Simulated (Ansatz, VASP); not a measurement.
# K2MgGaC6N6: VASP beside Ansatz

```
K Mg Ga C N
1.0
     0.00000    5.45071    5.45071
     5.45071    0.00000    5.45071
     5.45071    5.45071    0.00000
K Mg Ga C N
2 1 1 6 6
Cartesian
  2.7254 2.7254 2.7254
  8.1761 8.1761 8.1761
  5.4507 5.4507 5.4507
  0.0000 0.0000 0.0000
  2.1294 5.4507 5.4507
  5.4507 2.1294 5.4507
  5.4507 5.4507 2.1294
  8.7720 5.4507 5.4507
  5.4507 8.7720 5.4507
  5.4507 5.4507 8.7720
  3.3047 5.4507 5.4507
  5.4507 3.3047 5.4507
  5.4507 5.4507 3.3047
  7.5967 5.4507 5.4507
  5.4507 7.5967 5.4507
  5.4507 5.4507 7.5967
```

Alike in both runs: functional PBE; k mesh 6 × 6 × 6; occupations gaussian, width 0.1 eV; no spin polarisation.

Ansatz relaxed the structure, and its values are those at the end. VASP's run is a single point on that final structure, the one shown.

|  | VASP | Ansatz |
| --- | --- | --- |
| version | VASP 6.6.1 | Ansatz 0.2.0 |
| potentials or method | VASP PAW PBE potentials, release 64 (K_sv, Mg, Ga_d, C, N), cutoff 520 eV | scalar-relativistic, plane waves, PAW |
| valence electrons in the cell | 87 | 95 |

```csv
,VASP,Ansatz,Ansatz less VASP
gap on the k mesh at the Fermi level (eV),none,none,-
pressure (GPa),0.3,0.0,-0.31
rms of the force components (eV/Å),0.191,0.002,-0.1894
```

A gap of «none» marks a metal or a gap that the smearing closes. One of these differences is far larger than is usual between the two programs; its cause wasn't traced. With one functional, cell and mesh, what is left measures potentials, basis and numerics. VASP's potentials hold 87 valence electrons a cell and Ansatz's 95, so a difference there can come from the potentials and not from the codes.

Noted on VASP's run: the standard files for N, O and F lose accuracy on very short bonds.
